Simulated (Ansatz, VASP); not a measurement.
**One calculation of Cr, two programs**

POSCAR

```
Cr
1.0
    2.5542831413      0.0000000000      0.0000000000
   -1.2771415707      2.2120740888      0.0000000000
    0.0000000000      0.0000000000      4.6338720903
Cr
2
Direct
    0.3333333333      0.6666666667      0.2500000000
    0.6666666667      0.3333333333      0.7500000000
```

INCAR.step1

```
  ALGO = Normal
  EDIFF = 1E-5
  ENCUT = 550
  GGA = PE
  GGA_COMPAT = False
  ISMEAR = -1
  LASPH = True
  LCHARG = False
  LREAL = False
  LWAVE = True
  NBANDS = 19
  NELM = 120
  PREC = Accurate
  SIGMA = 0.1
```

The input INCAR.step2:

```
  ALGO = Normal
  EDIFF = 1E-6
  ENCUT = 550
  GGA_COMPAT = False
  ISIF = 2
  ISMEAR = -1
  ISTART = 1
  LASPH = True
  LCHARG = False
  LMIXTAU = True
  LREAL = False
  LWAVE = False
  METAGGA = R2SCAN
  NBANDS = 19
  NELM = 120
  PREC = Accurate
  SIGMA = 0.1
```

KPOINTS

```
k-points
0
Gamma
  16 16 8
```

Input for Ansatz:

```yaml
crystal:
  lattice:
    - [2.5542831413, 0.0, 0.0]
    - [-1.2771415707, 2.2120740888, 0.0]
    - [0.0, 0.0, 4.6338720903]
  atoms:
    - { symbol: Cr, position: [0.3333333333, 0.6666666667, 0.25] }
    - { symbol: Cr, position: [0.6666666667, 0.3333333333, 0.75] }
hamiltonian:
  xc: r2scan
  pseudopotentials:
    kind: paw
    azcp:
      Cr: "pseudopotentials/Cr.paw.azcp"
basis:
  ecutwfc: 500
  fft_grid_basis: typed
kpoints:
  mp_grid: { grid: [16, 16, 8], shift: [0, 0, 0] }
magnetization:
  spin_polarized: false
scf:
  occupations: { method: fermi_dirac, width: 0.1 }
  lower_state_search: "off"
output:
  stress: true
```

Alike in both runs: task single point; functional r2SCAN; k mesh 16 × 16 × 8; occupations fermi-dirac, width 0.1 eV; no spin polarisation.

```csv
,VASP,Ansatz
version,VASP 6.6.1,Ansatz 0.2.0
potentials or method,"VASP PAW PBE potentials, release 64 (Cr_pv), cutoff 550 eV","plane waves (500 eV) with PAW, scalar-relativistic"
valence electrons in the cell,24,28
```

|  | VASP | Ansatz | Ansatz less VASP |
| --- | --- | --- | --- |
| pressure (GPa) | -22.3 | -22.6 | -0.37 |
| traceless stress, the component that is largest in VASP (GPa) | 2.28 | 2.28 | -0.003 |

VASP's potentials were made for PBE, not for r2SCAN. VASP's potentials hold 24 valence electrons a cell and Ansatz's 28, so a difference there can come from the potentials and not from the codes.
